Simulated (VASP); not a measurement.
# ZrO2 (Cubic zirconia) (Fm-3m) in VASP: single point with PBE

Aim: the single point of ZrO2 (Cubic zirconia) with PBE.

All numbers are computed with VASP 6.6.1; they aren't measurements. Logs are shortened: lines on timing, memory, paths and dates and some standing lists are left out, and cuts for length are marked.

## (1) The cell of the first run

It takes space group Fm-3m (No. 225, cubic). Conventional cell: a = 5.070 Å, b = 5.070 Å, c = 5.070 Å, α = 90.00°, β = 90.00°, γ = 90.00°. Within 2.9 Å of Zr (site symmetry m-3m) lie 8 O at 2.20 Å. O (site symmetry -43m) has 4 Zr at 2.20 Å and 6 O at 2.54 Å within 2.9 Å.

## (2) Single point, PBE

INCAR

```
SYSTEM = ZrO2
ALGO     = Normal         ! electronic algorithm
EDIFF    = 1E-6           ! SCF threshold, eV
ENCUT    = 600            ! plane-wave cutoff, eV
GGA      = PE             ! functional
GGA_COMPAT= .False.      
ISIF     = 2              ! what is computed and relaxed
ISMEAR   = 0              ! smearing method
LASPH    = .True.         ! aspherical terms in the spheres
LCHARG   = .False.        ! write CHGCAR
LREAL    = .False.        ! projectors in reciprocal space
LWAVE    = .False.        ! write WAVECAR
NBANDS   = 19             ! bands
NELM     = 120            ! most SCF steps
PREC     = Accurate       ! precision mode
SIGMA    = 0.01           ! smearing width, eV
```

KPOINTS

```
k-points
0
Gamma
  5 5 5
  0 0 0
```

POSCAR

```
ZrO2
1.0
    0.0000000000      2.5350000000      2.5350000000
    2.5350000000      0.0000000000      2.5350000000
    2.5350000000      2.5350000000      0.0000000000
Zr O
1 2
Direct
    0.0000000000      0.0000000000      0.0000000000
    0.2500000000      0.2500000000      0.2500000000
    0.7500000000      0.7500000000      0.7500000000
```

Potentials or basis: VASP PAW PBE potentials, release 64 (Zr_sv, O).

Run with:

```bash
> cat potpaw_PBE.64/Zr_sv/POTCAR potpaw_PBE.64/O/POTCAR > POTCAR
> mpirun -np 1 vasp_std > vasp.out
```

OUTCAR:

```text
SYSTEM = ZrO2
   EDIFF = 1E-6
   ENCUT = 600
   GGA = PE
   ISIF = 2
   ISMEAR = 0
   LASPH = .True.
   LREAL = .False.
   NELM = 120
   PREC = Accurate

 ion  position               nearest neighbor table
   1  0.000  0.000  0.000-   3 2.20   3 2.20   3 2.20   2 2.20   3 2.20   2 2.20   2 2.20   2 2.20

   2  0.250  0.250  0.250-   1 2.20   1 2.20   1 2.20   1 2.20
   3  0.750  0.750  0.750-   1 2.20   1 2.20   1 2.20   1 2.20

  LATTYP: Found a face centered cubic cell.
 ALAT       =     5.0700000000

  Lattice vectors:

 A1 = (   0.0000000000,   2.5350000000,   2.5350000000)
 A2 = (   2.5350000000,   0.0000000000,   2.5350000000)
 A3 = (   2.5350000000,   2.5350000000,   0.0000000000)

Analysis of symmetry for initial positions (statically):
=====================================================================
 Subroutine PRICEL returns:
 Original cell was already a primitive cell.

 Routine SETGRP: Setting up the symmetry group for a
 face centered cubic supercell.

 Subroutine GETGRP returns: Found 48 space group operations
 (whereof 48 operations were pure point group operations)
 out of a pool of 48 trial point group operations.

The static configuration has the point symmetry O_h .

Analysis of symmetry for dynamics (positions and initial velocities):
=====================================================================
 Subroutine PRICEL returns:
 Original cell was already a primitive cell.

 Routine SETGRP: Setting up the symmetry group for a
 face centered cubic supercell.

 Subroutine GETGRP returns: Found 48 space group operations
 (whereof 48 operations were pure point group operations)
 out of a pool of 48 trial point group operations.

The dynamic configuration has the point symmetry O_h .

 Subroutine INISYM returns: Found 48 space group operations
 (whereof 48 operations are pure point group operations),
 and found     1 'primitive' translations

----------------------------------------------------------------------------------------

                                     Primitive cell

  volume of cell :      32.5810

  direct lattice vectors                    reciprocal lattice vectors
     0.000000000  2.535000000  2.535000000    -0.197238659  0.197238659  0.197238659
     2.535000000  0.000000000  2.535000000     0.197238659 -0.197238659  0.197238659
     2.535000000  2.535000000  0.000000000     0.197238659  0.197238659 -0.197238659

  length of vectors
     3.585031381  3.585031381  3.585031381     0.341627378  0.341627378  0.341627378

  position of ions in fractional coordinates (direct lattice)
     0.000000000  0.000000000  0.000000000
     0.250000000  0.250000000  0.250000000
     0.750000000  0.750000000  0.750000000

  ion indices of the primitive-cell ions
   primitive index   ion index
                 1           1
                 2           2
                 3           3

----------------------------------------------------------------------------------------

 KPOINTS: k-points

Automatic generation of k-mesh.
 Grid dimensions read from file:
 generate k-points for:    5    5    5

 Generating k-lattice:

  Cartesian coordinates                     Fractional coordinates (reciprocal lattice)
    -0.039447732  0.039447732  0.039447732     0.200000000  0.000000000  0.000000000
     0.039447732 -0.039447732  0.039447732     0.000000000  0.200000000  0.000000000
     0.039447732  0.039447732 -0.039447732     0.000000000  0.000000000  0.200000000

  Length of vectors
     0.068325476  0.068325476  0.068325476

  Shift w.r.t. Gamma in fractional coordinates (k-lattice)
     0.000000000  0.000000000  0.000000000

 Subroutine IBZKPT returns following result:
 ===========================================

 Found     10 irreducible k-points:

 Following reciprocal coordinates:
            Coordinates               Weight
  0.000000  0.000000  0.000000      1.000000
  0.200000  0.000000  0.000000      8.000000
  0.400000  0.000000  0.000000      8.000000
  0.200000  0.200000  0.000000      6.000000
  0.400000  0.200000  0.000000     24.000000
 -0.400000  0.200000  0.000000     24.000000
 -0.200000  0.200000  0.000000     12.000000
  0.400000  0.400000  0.000000      6.000000
 -0.400000  0.400000  0.000000     12.000000
 -0.400000  0.400000  0.200000     24.000000
   k-points           NKPTS =     10   k-points in BZ     NKDIM =     10   number of bands    NBANDS=     19
   number of dos      NEDOS =    301   number of ions     NIONS =      3
   total plane-waves  NPLWV =  27000
   dimension x,y,z NGX =    30 NGY =   30 NGZ =   30
   dimension x,y,z NGXF=    60 NGYF=   60 NGZF=   60
   ions per type =               1   2
   NGX,Y,Z   is equivalent  to a cutoff of  13.91, 13.91, 13.91 a.u.
   NGXF,Y,Z  is equivalent  to a cutoff of  27.82, 27.82, 27.82 a.u.
 SYSTEM =  ZrO2
   PREC   = accura    normal or accurate (medium, high low for compatibility)
   ISTART =      0    job   : 0-new  1-cont  2-samecut
   ICHARG =      2    charge: 1-file 2-atom 10-const
   ISPIN  =      1    spin polarized calculation?
   LNONCOLLINEAR =      F non collinear calculations
   LSORBIT =      F    spin-orbit coupling
   LASPH  =      T    aspherical Exc in radial PAW
   ENCUT  =  600.0 eV  44.10 Ry    6.64 a.u.   7.16  7.16  7.16*2*pi/ulx,y,z
   NELM   =    120;   NELMIN=  2; NELMDL= -5     # of ELM steps
   EDIFF  = 0.1E-05   stopping-criterion for ELM
   LREAL  =      F    real-space projection
   EDIFFG = 0.1E-04   stopping-criterion for IOM
   NSW    =      0    number of steps for IOM
   IBRION =     -1    ionic relax: 0-MD 1-quasi-New 2-CG
   NFREE  =      0    steps in history (QN), initial steepest desc. (CG)
   ISIF   =      2    stress and relaxation
   ISYM   =      2    0-nonsym 1-usesym 2-fastsym
   POTIM  = 0.5000    time-step for ionic-motion
   TEBEG  =    0.0;   TEEND  =   0.0 temperature during run
   PSTRESS=    0.0 pullay stress
   NELECT =      24.0000    total number of electrons
   NUPDOWN=      -1.0000    fix difference up-down
   EMIN   =  10.00;   EMAX   =-10.00  energy-range for DOS
   EFERMI =   0.00;   METHOD = LEGACY
   ISMEAR =     0;   SIGMA  =   0.01  broadening in eV -4-tet -1-fermi 0-gaus
   EFERMI_NEDOS =   21; number of points for ismear=-14 and -15
   IALGO  =     38    algorithm
   IMIX   =      4    mixing-type and parameters
     AMIX     =   0.40;   BMIX     =  1.00
     AMIX_MAG =   1.60;   BMIX_MAG =  1.00
  volume/ion in A,a.u.               =      10.86        73.29
  Fermi-wavevector in a.u.,A,eV,Ry     =   1.478509  2.793977 29.742181  2.185989
  Thomas-Fermi vector in A             =   2.592781
   LORBIT       =      0    0 simple, 1 ext, 2 COOP (PROOUT), +10 PAW based schemes
   GGA     = PE    functional components
   LHFCALC =     F    Hartree Fock is set to
   AEXX    =    0.0000 exact exchange contribution
   IVDW    =     0    specifies the selected vdW correction
   LEPSILON=     F    determine dielectric tensor
   LRPA    =     F    only Hartree local field effects (RPA)
 non-spin polarized calculation
 Gauss-broadening in eV      SIGMA  =   0.01
  energy-cutoff  :      600.00
  volume of cell :       32.58
 maximum number of plane-waves:      1103
 NGX is ok and might be reduce to    30
   NGX = 15   NGY = 15   NGZ = 15

 number of electron      23.9999997 magnetization

 Free energy of the ion-electron system (eV)
  ---------------------------------------------------
  ext. energy  EPLUGINS =         0.00000000
  ---------------------------------------------------
  free energy    TOTEN  =       -28.55176648 eV

  energy without entropy =      -28.55176648  energy(sigma->0) =      -28.55176648

 E-fermi :   7.3518     XC(G=0): -11.8462

 val. band max:        7.1599387945   @ k =  -0.4000   0.4000   0.0000
 cond. band min:      10.7424371405   @ k =   0.0000   0.0000   0.0000
 fundamental gap:      3.5824983460
 Fermi energy:         7.3518445144

 k-point     1 :       0.0000    0.0000    0.0000
  band No.  band energies     occupation
      1     -40.6760      2.00000
      2     -18.4978      2.00000
      3     -18.4978      2.00000
      4     -18.4978      2.00000
      5     -10.8967      2.00000
      6      -8.2964      2.00000
[... 11 lines left out ...]
     18      16.8665      0.00000
     19      21.8383      0.00000

 k-point     2 :       0.2000    0.0000    0.0000
  band No.  band energies     occupation
      1     -40.6588      2.00000
      2     -18.7685      2.00000
      3     -18.5234      2.00000
      4     -18.5234      2.00000
      5     -10.3882      2.00000
      6      -8.6374      2.00000
[... 11 lines left out ...]
     18      16.3656      0.00000
     19      21.1033      0.00000

 k-point     3 :       0.4000    0.0000    0.0000
  band No.  band energies     occupation
      1     -40.6309      2.00000
      2     -19.1566      2.00000
      3     -18.5643      2.00000
      4     -18.5643      2.00000
      5      -9.9264      2.00000
      6      -8.7145      2.00000
[... 11 lines left out ...]
     18      16.7262      0.00000
     19      21.1327      0.00000

 k-point     4 :       0.2000    0.2000    0.0000
  band No.  band energies     occupation
      1     -40.6531      2.00000
      2     -18.7970      2.00000
      3     -18.5617      2.00000
      4     -18.5617      2.00000
      5     -10.1740      2.00000
      6      -8.7867      2.00000
[... 99 lines left out ...]
     18      18.6433      0.00000
     19      23.0284      0.00000

 k-point     9 :      -0.4000    0.4000    0.0000
  band No.  band energies     occupation
      1     -40.6102      2.00000
      2     -19.1738      2.00000
      3     -18.8141      2.00000
      4     -18.6574      2.00000
      5      -9.4023      2.00000
      6      -8.8417      2.00000
[... 11 lines left out ...]
     18      19.9867      0.00000
     19      21.9336      0.00000

 k-point    10 :      -0.4000    0.4000    0.2000
  band No.  band energies     occupation
      1     -40.6138      2.00000
      2     -19.0750      2.00000
      3     -18.8677      2.00000
      4     -18.6538      2.00000
      5      -9.1977      2.00000
      6      -9.1100      2.00000
[... 11 lines left out ...]
     18      19.0710      0.00000
     19      22.7095      0.00000

------------------------ aborting loop because EDIFF is reached ----------------------------------------

  FORCE on cell =-STRESS in cart. coord.  units (eV):
  Direction    XX          YY          ZZ          XY          YZ          ZX
  --------------------------------------------------------------------------------------
  -------------------------------------------------------------------------------------
  Total        1.3931926      1.3931926      1.3931926     -0.0000000      0.0000000     -0.0000000
  in kB       68.5106144     68.5106144     68.5106144     -0.0000000      0.0000000     -0.0000000
  external PRESSURE =      68.5106144 kB  Pullay stress =       0.0000000 kB

 VOLUME and BASIS-vectors are now :
 -----------------------------------------------------------------------------
  energy-cutoff  :      600.00
  volume of cell :       32.58
      direct lattice vectors                 reciprocal lattice vectors
     0.000000000  2.535000000  2.535000000    -0.197238659  0.197238659  0.197238659
     2.535000000  0.000000000  2.535000000     0.197238659 -0.197238659  0.197238659
     2.535000000  2.535000000  0.000000000     0.197238659  0.197238659 -0.197238659

 POSITION                                       TOTAL-FORCE (eV/Angst)
 -----------------------------------------------------------------------------------
      0.00000      0.00000      0.00000        -0.000000      0.000000     -0.000000
      1.26750      1.26750      1.26750        -0.000000     -0.000000     -0.000000
      3.80250      3.80250      3.80250         0.000000      0.000000      0.000000
 -----------------------------------------------------------------------------------
    total drift:                                0.000000     -0.000000      0.000000

  FREE ENERGIE OF THE ION-ELECTRON SYSTEM (eV)
  ---------------------------------------------------
  free  energy   TOTEN  =       -28.5517664808 eV

  energy  without entropy=      -28.5517664808  energy(sigma->0) =      -28.55176648
```

Wall time 12 s (1 thread of Intel Xeon Platinum 8259CL at 2.50GHz (Skylake/Cascade Lake), shared host); peak memory 0.16 GiB.

What came out:

```yaml
Free_energy: -28.5518 eV
Pressure: 6.9 GPa
Band_gap_on_the_k_mesh: 3.58 eV, indirect (least direct gap 3.92 eV)
```

Caveat: the k points lie up to 0.43 Å⁻¹ apart. A k mesh can miss the band edges.
